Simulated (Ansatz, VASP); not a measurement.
# Ti in VASP and in Ansatz

```
Ti
1.0
     2.93908    0.00000    0.00000
    -1.46954    2.54531    0.00000
     0.00000    0.00000    4.65599
Ti
2
Direct
  0.33333 0.66667 0.25000
  0.66667 0.33333 0.75000
```

Alike in both runs: task single point; functional PBE; k mesh 10 × 10 × 6; occupations fermi-dirac, width 0.1 eV; no spin polarisation.

```csv
,VASP,Ansatz
version,VASP 6.6.1,Ansatz 0.2.0
potentials or method,"VASP PAW PBE potentials, release 64 (Ti_sv), cutoff 520 eV","plane waves (420 eV) with PAW, scalar-relativistic"
valence electrons in the cell,24,24
```

Ansatz gave:

```
pressure (GPa)                                                : 0.0
traceless stress, the component that is largest in VASP (GPa) : -0.10
```

**Question.** What did VASP give for the same quantities?

**Answer.** Pressure (GPa): -0.2; traceless stress, the component that is largest in VASP (GPa): -0.10.
